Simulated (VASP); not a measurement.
# AlHF2 (P6_3/mmc) in VASP: further runs

Runs on AlHF2. Level: PBE. Tasks: single point, relaxation of cell and atoms.

Everything below comes from runs of VASP 6.6.1. Logs are shortened: lines on timing, memory, paths and dates and some standing lists are left out, and cuts for length are marked.

## Step 1: The cell of the first run

The structure is hexagonal, space group P6_3/mmc (No. 194). Conventional cell: a = 2.656 Å, b = 2.656 Å, c = 11.494 Å, α = 90.00°, β = 90.00°, γ = 120.00°. Within 3.3 Å of Al (site symmetry -6m2) lie 6 F at 2.44 Å and 6 Al at 2.66 Å and 6 H at 3.26 Å. Within 2.4 Å of H (site symmetry -3m) lie 6 F at 1.82 Å. F (site symmetry 3m) has 3 H at 1.82 Å and 3 Al at 2.44 Å and 3 F at 2.49 Å within 2.5 Å.

The cell was generated, and may not be a known phase.

## Step 2: Single point, PBE

Input file INCAR:

```
PREC = Accurate
ENCUT = 520
EDIFF = 1E-7
ISMEAR = 0
SIGMA = 0.1
LREAL = False
LASPH = True
NELM = 100
ALGO = Normal
ISIF = 2
LWAVE = False
LCHARG = False
GGA = PE
NBANDS = 28
```

Input file KPOINTS:

```
Automatic mesh
0
Gamma
  18 18 4
```

Input file POSCAR:

```
AlHF2
1.0
    2.6561608935      0.0000000000      0.0000000000
   -1.3280804468      2.3003028103      0.0000000000
    0.0000000000      0.0000000000     11.4940813188
Al H F
2 2 4
Direct
    0.6666666667      0.3333333333      0.2500000000
    0.3333333333      0.6666666667      0.7500000000
    0.0000000000      0.0000000000      0.0000000000
    0.0000000000      0.0000000000      0.5000000000
    0.6666666667      0.3333333333      0.9148211555
    0.3333333333      0.6666666667      0.0851788445
    0.3333333333      0.6666666667      0.4148211555
    0.6666666667      0.3333333333      0.5851788445
```

Potentials or basis: VASP PAW PBE potentials, release 64 (Al, H, F).

Command:

```bash
> cat potpaw_PBE.64/Al/POTCAR potpaw_PBE.64/H/POTCAR potpaw_PBE.64/F/POTCAR > POTCAR
> mpirun -np 1 vasp_std > vasp.out
```

OUTCAR:

```text
PREC = Accurate
   ENCUT = 520
   EDIFF = 1E-7
   ISMEAR = 0
   LREAL = False
   LASPH = True
   NELM = 100
   ISIF = 2
   GGA = PE

 ion  position               nearest neighbor table
   1  0.667  0.333  0.250-   6 2.44   7 2.44   6 2.44   7 2.44   6 2.44   7 2.44
   2  0.333  0.667  0.750-   5 2.44   8 2.44   5 2.44   8 2.44   5 2.44   8 2.44
   3  0.000  0.000  0.000-
   4  0.000  0.000  0.500-
   5  0.667  0.333  0.915-   2 2.44   2 2.44   2 2.44
   6  0.333  0.667  0.085-   1 2.44   1 2.44   1 2.44
   7  0.333  0.667  0.415-   1 2.44   1 2.44   1 2.44
   8  0.667  0.333  0.585-   2 2.44   2 2.44   2 2.44

  LATTYP: Found a hexagonal cell.
 ALAT       =     2.6561608935
 C/A-ratio  =     4.3273287198

  Lattice vectors:

 A1 = (   2.6561608935,   0.0000000000,   0.0000000000)
 A2 = (  -1.3280804468,   2.3003028103,   0.0000000000)
 A3 = (   0.0000000000,   0.0000000000,  11.4940813188)

Analysis of symmetry for initial positions (statically):
=====================================================================
 Subroutine PRICEL returns:
 Original cell was already a primitive cell.

 Routine SETGRP: Setting up the symmetry group for a
 hexagonal supercell.

 Subroutine GETGRP returns: Found 24 space group operations
 (whereof 12 operations were pure point group operations)
 out of a pool of 24 trial point group operations.

The static configuration has the point symmetry D_3d.
 The point group associated with its full space group is D_6h.

Analysis of symmetry for dynamics (positions and initial velocities):
=====================================================================
 Subroutine PRICEL returns:
 Original cell was already a primitive cell.

 Routine SETGRP: Setting up the symmetry group for a
 hexagonal supercell.

 Subroutine GETGRP returns: Found 24 space group operations
 (whereof 12 operations were pure point group operations)
 out of a pool of 24 trial point group operations.

The dynamic configuration has the point symmetry D_3d.
 The point group associated with its full space group is D_6h.

 Subroutine INISYM returns: Found 24 space group operations
 (whereof 12 operations are pure point group operations),
 and found     1 'primitive' translations

----------------------------------------------------------------------------------------

                                     Primitive cell

  volume of cell :      70.2285

  direct lattice vectors                    reciprocal lattice vectors
     2.656160894  0.000000000  0.000000000     0.376483218  0.217362687  0.000000000
    -1.328080447  2.300302810  0.000000000     0.000000000  0.434725374  0.000000000
     0.000000000  0.000000000 11.494081319     0.000000000  0.000000000  0.087001299

  length of vectors
     2.656160894  2.656160894 11.494081319     0.434725374  0.434725374  0.087001299

  position of ions in fractional coordinates (direct lattice)
     0.666666667  0.333333333  0.250000000
     0.333333333  0.666666667  0.750000000
     0.000000000  0.000000000  0.000000000
     0.000000000  0.000000000  0.500000000
     0.666666667  0.333333333  0.914821156
     0.333333333  0.666666667  0.085178844
     0.333333333  0.666666667  0.414821156
     0.666666667  0.333333333  0.585178844

  ion indices of the primitive-cell ions
   primitive index   ion index
                 1           1
                 2           2
                 3           3
                 4           4
                 5           5
                 6           6
                 7           7
                 8           8

----------------------------------------------------------------------------------------

 KPOINTS: Automatic mesh

Automatic generation of k-mesh.
 Grid dimensions read from file:
 generate k-points for:   18   18    4

 Generating k-lattice:

  Cartesian coordinates                     Fractional coordinates (reciprocal lattice)
     0.020915734  0.012075705  0.000000000     0.055555556 -0.000000000  0.000000000
     0.000000000  0.024151410  0.000000000     0.000000000  0.055555556  0.000000000
     0.000000000  0.000000000  0.021750325     0.000000000  0.000000000  0.250000000

  Length of vectors
     0.024151410  0.024151410  0.021750325

  Shift w.r.t. Gamma in fractional coordinates (k-lattice)
     0.000000000  0.000000000  0.000000000

 Subroutine IBZKPT returns following result:
 ===========================================

 Found    111 irreducible k-points:

 Following reciprocal coordinates:
            Coordinates               Weight
  0.000000  0.000000  0.000000      1.000000
  0.055556  0.000000  0.000000      6.000000
  0.111111  0.000000  0.000000      6.000000
  0.166667  0.000000  0.000000      6.000000
  0.222222 -0.000000  0.000000      6.000000
  0.277778 -0.000000  0.000000      6.000000
[... 16 lines left out ...]
  0.333333  0.111111  0.000000     12.000000
  0.388889  0.111111  0.000000     12.000000
 [... further k-points ...]
   k-points           NKPTS =    111   k-points in BZ     NKDIM =    111   number of bands    NBANDS=     28
   number of dos      NEDOS =    301   number of ions     NIONS =      8
   total plane-waves  NPLWV =  36000
   dimension x,y,z NGX =    20 NGY =   20 NGZ =   90
   dimension x,y,z NGXF=    40 NGYF=   40 NGZF=  180
   ions per type =               2   2   4
   NGX,Y,Z   is equivalent  to a cutoff of  12.52, 12.52, 13.02 a.u.
   NGXF,Y,Z  is equivalent  to a cutoff of  25.04, 25.04, 26.03 a.u.
 SYSTEM =  unknown system
   PREC   = accura    normal or accurate (medium, high low for compatibility)
   ISTART =      0    job   : 0-new  1-cont  2-samecut
   ICHARG =      2    charge: 1-file 2-atom 10-const
   ISPIN  =      1    spin polarized calculation?
   LNONCOLLINEAR =      F non collinear calculations
   LSORBIT =      F    spin-orbit coupling
   LASPH  =      T    aspherical Exc in radial PAW
   ENCUT  =  520.0 eV  38.22 Ry    6.18 a.u.   4.94  4.94 21.37*2*pi/ulx,y,z
   NELM   =    100;   NELMIN=  2; NELMDL= -5     # of ELM steps
   EDIFF  = 0.1E-06   stopping-criterion for ELM
   LREAL  =      F    real-space projection
   EDIFFG = 0.1E-05   stopping-criterion for IOM
   NSW    =      0    number of steps for IOM
   IBRION =     -1    ionic relax: 0-MD 1-quasi-New 2-CG
   NFREE  =      0    steps in history (QN), initial steepest desc. (CG)
   ISIF   =      2    stress and relaxation
   ISYM   =      2    0-nonsym 1-usesym 2-fastsym
   POTIM  = 0.5000    time-step for ionic-motion
   TEBEG  =    0.0;   TEEND  =   0.0 temperature during run
   PSTRESS=    0.0 pullay stress
   NELECT =      36.0000    total number of electrons
   NUPDOWN=      -1.0000    fix difference up-down
   EMIN   =  10.00;   EMAX   =-10.00  energy-range for DOS
   EFERMI =   0.00;   METHOD = LEGACY
   ISMEAR =     0;   SIGMA  =   0.10  broadening in eV -4-tet -1-fermi 0-gaus
   EFERMI_NEDOS =   21; number of points for ismear=-14 and -15
   IALGO  =     38    algorithm
   IMIX   =      4    mixing-type and parameters
     AMIX     =   0.40;   BMIX     =  1.00
     AMIX_MAG =   1.60;   BMIX_MAG =  1.00
  volume/ion in A,a.u.               =       8.78        59.24
  Fermi-wavevector in a.u.,A,eV,Ry     =   1.310201  2.475920 23.356108  1.716626
  Thomas-Fermi vector in A             =   2.440747
   LORBIT       =      0    0 simple, 1 ext, 2 COOP (PROOUT), +10 PAW based schemes
   GGA     = PE    functional components
   LHFCALC =     F    Hartree Fock is set to
   AEXX    =    0.0000 exact exchange contribution
   IVDW    =     0    specifies the selected vdW correction
   LEPSILON=     F    determine dielectric tensor
   LRPA    =     F    only Hartree local field effects (RPA)
 non-spin polarized calculation
 Gauss-broadening in eV      SIGMA  =   0.10
  energy-cutoff  :      520.00
  volume of cell :       70.23
 maximum number of plane-waves:      1926
 NGX is ok and might be reduce to    20
   NGX =  9   NGY =  9   NGZ = 43

 number of electron      35.9999978 magnetization

 Free energy of the ion-electron system (eV)
  ---------------------------------------------------
  ext. energy  EPLUGINS =         0.00000000
  ---------------------------------------------------
  free energy    TOTEN  =       -28.05375183 eV

  energy without entropy =      -28.05276215  energy(sigma->0) =      -28.05325699

 E-fermi :   5.2109     XC(G=0): -10.7311

 val. band max:        5.2072107650   @ k =   0.5000   0.0000   0.0000
 cond. band min:       5.2183521914   @ k =   0.5000   0.0000   0.2500
 fundamental gap:      0.0111414264
 Fermi energy:         5.2109195925

 k-point     1 :       0.0000    0.0000    0.0000
  band No.  band energies     occupation
      1     -19.5478      2.00000
      2     -19.5100      2.00000
      3     -18.6510      2.00000
      4     -18.6003      2.00000
      5      -4.8195      2.00000
      6      -3.9493      2.00000
[... 20 lines left out ...]
     27      20.0563      0.00000
     28      20.0914      0.00000

 k-point     2 :       0.0556    0.0000    0.0000
  band No.  band energies     occupation
      1     -19.5198      2.00000
      2     -19.4826      2.00000
      3     -18.6340      2.00000
      4     -18.5843      2.00000
      5      -4.7491      2.00000
      6      -3.8907      2.00000
[... 20 lines left out ...]
     27      19.0320      0.00000
     28      19.4854      0.00000

 k-point     3 :       0.1111    0.0000    0.0000
  band No.  band energies     occupation
      1     -19.4380      2.00000
      2     -19.4027      2.00000
      3     -18.5856      2.00000
      4     -18.5386      2.00000
      5      -4.5401      2.00000
      6      -3.7196      2.00000
[... 20 lines left out ...]
     27      18.6431      0.00000
     28      18.6772      0.00000

 k-point     4 :       0.1667    0.0000    0.0000
  band No.  band energies     occupation
      1     -19.3090      2.00000
      2     -19.2760      2.00000
      3     -18.5115      2.00000
      4     -18.4686      2.00000
      5      -4.1992      2.00000
      6      -3.4522      2.00000
[... 20 lines left out ...]
     27      17.8742      0.00000
     28      17.8951      0.00000

 k-point     5 :       0.2222   -0.0000    0.0000
  band No.  band energies     occupation
      1     -19.1429      2.00000
      2     -19.1132      2.00000
      3     -18.4216      2.00000
      4     -18.3841      2.00000
      5      -3.7399      2.00000
      6      -3.1244      2.00000
[... 20 lines left out ...]
     27      17.2124      0.00000
     28      17.2303      0.00000

 k-point     6 :       0.2778   -0.0000    0.0000
  band No.  band energies     occupation
      1     -18.9547      2.00000
      2     -18.9281      2.00000
      3     -18.3293      2.00000
      4     -18.2976      2.00000
      5      -3.1900      2.00000
      6      -2.8187      2.00000
[... 463 lines left out ...]
      5      -3.0181      2.00000
      6      -2.6875      2.00000
[... 20 lines left out ...]
     27      17.9564      0.00000
     28      18.3009      0.00000

 k-point    22 :       0.2778    0.1111    0.0000
  band No.  band energies     occupation
      1     -18.7125      2.00000
      2     -18.6905      2.00000
      3     -18.2276      2.00000
      4     -18.2025      2.00000
      5      -2.6837      2.00000
      6      -2.4839      2.00000
[... 20 lines left out ...]
     27      16.9806      0.00000
     28      17.3977      0.00000

 k-point    23 :       0.3333    0.1111    0.0000
  band No.  band energies     occupation
      1     -18.5462      2.00000
      2     -18.5272      2.00000
      3     -18.1787      2.00000
      4     -18.1578      2.00000
      5      -2.8958      2.00000
      6      -2.7306      2.00000
[... 20 lines left out ...]
     27      15.7598      0.00000
     28      16.2450      0.00000

 k-point    24 :       0.3889    0.1111    0.0000
  band No.  band energies     occupation
      1     -18.4213      2.00000
      2     -18.4043      2.00000
      3     -18.1603      2.00000
      4     -18.1420      2.00000
      5      -3.0893      2.00000
      6      -2.9215      2.00000
[... 20 lines left out ...]
     27      14.6919      0.00000
     28      15.2866      0.00000

 [... further k-points ...]

------------------------ aborting loop because EDIFF is reached ----------------------------------------

  FORCE on cell =-STRESS in cart. coord.  units (eV):
  Direction    XX          YY          ZZ          XY          YZ          ZX
  --------------------------------------------------------------------------------------
  -------------------------------------------------------------------------------------
  Total       -0.1811572     -0.1811572     -0.1298000      0.0000000      0.0000000      0.0000000
  in kB       -4.1328782     -4.1328782     -2.9612269      0.0000000      0.0000000      0.0000000
  external PRESSURE =      -3.7423278 kB  Pullay stress =       0.0000000 kB

 VOLUME and BASIS-vectors are now :
 -----------------------------------------------------------------------------
  energy-cutoff  :      520.00
  volume of cell :       70.23
      direct lattice vectors                 reciprocal lattice vectors
     2.656160894  0.000000000  0.000000000     0.376483218  0.217362687  0.000000000
    -1.328080447  2.300302810  0.000000000     0.000000000  0.434725374  0.000000000
     0.000000000  0.000000000 11.494081319     0.000000000  0.000000000  0.087001299

 POSITION                                       TOTAL-FORCE (eV/Angst)
 -----------------------------------------------------------------------------------
      1.32808      0.76677      2.87352         0.000000      0.000000      0.000000
     -0.00000      1.53354      8.62056         0.000000     -0.000000      0.000000
      0.00000      0.00000      0.00000         0.000000      0.000000      0.000000
      0.00000      0.00000      5.74704         0.000000      0.000000      0.000000
      1.32808      0.76677     10.51503         0.000000      0.000000     -0.001248
     -0.00000      1.53354      0.97905         0.000000     -0.000000      0.001248
     -0.00000      1.53354      4.76799        -0.000000     -0.000000     -0.001248
      1.32808      0.76677      6.72609        -0.000000      0.000000      0.001248
 -----------------------------------------------------------------------------------
    total drift:                                0.000000     -0.000000      0.000000

  FREE ENERGIE OF THE ION-ELECTRON SYSTEM (eV)
  ---------------------------------------------------
  free  energy   TOTEN  =       -28.0537518342 eV

  energy  without entropy=      -28.0527621500  energy(sigma->0) =      -28.05325699
```

Run time: 6.2 min. Hardware: 1 thread of Intel Xeon 8259CL, shared host; peak memory 0.27 GiB.

Results:

```
Free energy            : -28.0538 eV
Pressure               : -0.4 GPa
Band gap on the k mesh : zero (bands 18 and 19 overlap by 0.20 eV)
```

Stress tensor (GPa, compression positive):
```
-0.41  0.00  0.00
 0.00 -0.41  0.00
 0.00  0.00 -0.30
```

Caveat: semilocal functionals underestimate gaps, and a narrow one can read as zero.

## Step 3: Relaxation of cell and atoms, PBE

Input file INCAR:

```
ALGO = Normal
EDIFF = 1E-7
EDIFFG = -0.01
ENCUT = 600
GGA = PE
IBRION = 2
ISIF = 3
ISMEAR = 0
LASPH = True
LCHARG = False
LREAL = False
LWAVE = False
NELM = 80
NSW = 100
PREC = Accurate
SIGMA = 0.1
```

Input file KPOINTS:

```
k-points
0
Gamma
  18 18 4
```

Input file POSCAR:

```
AlHF2
1.0
    2.6588708961      0.0000000000      0.0000000000
   -1.3294354481      2.3026497414      0.0000000000
    0.0000000000      0.0000000000     11.4807841253
Al H F
2 2 4
Direct
    0.6666666667      0.3333333333      0.2500000000
    0.3333333333      0.6666666667      0.7500000000
    0.0000000000      0.0000000000      0.0000000000
    0.0000000000      0.0000000000      0.5000000000
    0.6666666667      0.3333333333      0.9145556420
    0.3333333333      0.6666666667      0.0854443580
    0.3333333333      0.6666666667      0.4145556420
    0.6666666667      0.3333333333      0.5854443580
```

Potentials or basis: VASP PAW PBE potentials, release 64 (Al, H, F).

Command:

```bash
> cat potpaw_PBE.64/Al/POTCAR potpaw_PBE.64/H/POTCAR potpaw_PBE.64/F/POTCAR > POTCAR
> mpirun -np 1 vasp_std > vasp.out
```

Wall time 15 min (1 thread of Intel Xeon 8259CL, shared host); peak memory 0.32 GiB.

The run converged. Its results:

| Item | Value |
| --- | --- |
| Free energy | -28.0598 eV |
| Relaxed volume | 8.74 Å³/atom |
| Relaxed cell | a = 2.652 Å, b = 2.652 Å, c = 11.478 Å, α = 90.00°, β = 90.00°, γ = 120.00° |
| Space group after relaxing (to 0.1 Å) | P6_3/mmc (No. 194) |
| Energy gained by relaxing | 0.1 meV/atom |
| Ionic steps | 3 |
| Pressure after relaxing | 0.1 GPa |
| Largest force after relaxing | 0.009 eV/Å |
| Band gap on the k mesh | zero (bands 18 and 19 overlap by 0.19 eV) |

Forces on the atoms (eV/Å):
```
Al   0.000  0.000  0.000
Al   0.000  0.000  0.000
H    0.000  0.000  0.000
H    0.000  0.000  0.000
F    0.000  0.000  0.009
F    0.000  0.000 -0.009
F    0.000  0.000  0.009
F    0.000  0.000 -0.009
```

Stress tensor (GPa, compression positive):
```
0.03 0.00 0.00
0.00 0.03 0.00
0.00 0.00 0.13
```

Step by step:
| step | energy change (eV) | largest force (eV/Å) | pressure (GPa) | volume (Å³) |
| --- | --- | --- | --- | --- |
| 1 | 0.0000 | 0.0366 | -0.52 | 70.29 |
| 2 | -0.0010 | 0.0169 | -0.10 | 70.00 |
| 3 | -0.0011 | 0.0088 | 0.07 | 69.88 |

Final structure:
```xyz
8
Lattice="2.6515 0.0000 0.0000 -1.3258 2.2963 0.0000 0.0000 0.0000 11.4778" Properties=species:S:1:pos:R:3 pbc="T T T"
Al    1.3258    0.7654    2.8695
Al    0.0000    1.5309    8.6084
H     0.0000    0.0000   11.4778
H     0.0000    0.0000    5.7389
F     1.3258    0.7654   10.4996
F     0.0000    1.5309    0.9782
F     0.0000    1.5309    4.7607
F     1.3258    0.7654    6.7171
```

Levels at points of the mesh, in eV from the Fermi level:
```
           k point  band 15  band 16  band 17  band 18  band 19  band 20  band 21  band 22
(0.00, 0.00, 0.00)    -3.64    -3.63    -3.63    -2.49     0.02     1.97     3.82     5.38
(0.50, 0.00, 0.00)    -4.05    -4.03    -1.22    -1.15     0.00     0.63     1.84     2.86
(0.00, 0.00, 0.50)    -3.64    -3.64    -3.58    -3.58     0.98     0.98     4.68     4.68
(0.50, 0.00, 0.50)    -4.04    -4.04    -1.09    -1.09     0.13     0.13     2.45     2.45
```

Caveat: semilocal functionals underestimate gaps, and a narrow one can read as zero.
